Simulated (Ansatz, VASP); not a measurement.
# One calculation of As, two programs

Contents of INCAR:

```
PREC = Accurate
ENCUT = 510
EDIFF = 1E-6
ISMEAR = -1
SIGMA = 0.05
LREAL = F
LASPH = T
NELM = 120
ALGO = Normal
ISIF = 2
LWAVE = F
LCHARG = F
GGA = PS
NBANDS = 22
GGA_COMPAT = F
```

The input KPOINTS:

```
regular mesh
0
Gamma
  7 7 7
```

The input POSCAR:

```
As
1.0
    1.8431809607      1.0641610238      3.5140619945
   -1.8431809607      1.0641610238      3.5140619945
    0.0000000000     -2.1283220477      3.5140619945
As
2
Direct
    0.2260000000      0.2260000000      0.2260000000
    0.7740000000      0.7740000000      0.7740000000
```

Contents of input.yaml:

```yaml
crystal:
  lattice:
    - [1.8431809607, 1.0641610238, 3.5140619945]
    - [-1.8431809607, 1.0641610238, 3.5140619945]
    - [0.0, -2.1283220477, 3.5140619945]
  atoms:
    - { symbol: As, position: [0.226, 0.226, 0.226] }
    - { symbol: As, position: [0.774, 0.774, 0.774] }
hamiltonian:
  xc: pbesol
  pseudopotentials: { kind: paw }
kpoints:
  mp_grid: { grid: [7, 7, 7] }
scf:
  occupations: { method: fermi_dirac, width: 0.05 }
output:
  forces: true
  stress: true
  eigenvalues: true
  write_density: true
  write_potential: true
  elf: true
  volumetric_format: npy
```

Alike in both runs: task single point; functional PBEsol; k mesh 7 × 7 × 7; occupations fermi-dirac, width 0.05 eV; no spin polarisation.

|  | VASP | Ansatz |
| --- | --- | --- |
| version | VASP 6.6.1 | Ansatz 0.2.0 |
| potentials or method | VASP PAW PBE potentials, release 64 (As_d) | Ansatz PAW |
| plane-wave cutoff (eV) | 510 | 420 |
| valence electrons in the cell | 30 | 30 |

VASP gave:

```
gap on the k mesh at the Fermi level (eV)                     : none
pressure (GPa)                                                : 4.2
traceless stress, the component that is largest in VASP (GPa) : -1.91
rms of the force components (eV/Å)                            : 0.336
```

Task: What did Ansatz give for the same quantities?

Result: gap on the k mesh at the Fermi level (eV): none; pressure (GPa): 4.1; traceless stress, the component that is largest in VASP (GPa): -1.90; rms of the force components (eV/Å): 0.331.

VASP's potentials were made for PBE, not for PBEsol. Atom by atom the forces differ by 0.005 eV/Å (rms over components). A gap of «none» marks a metal or a gap that the smearing closes.
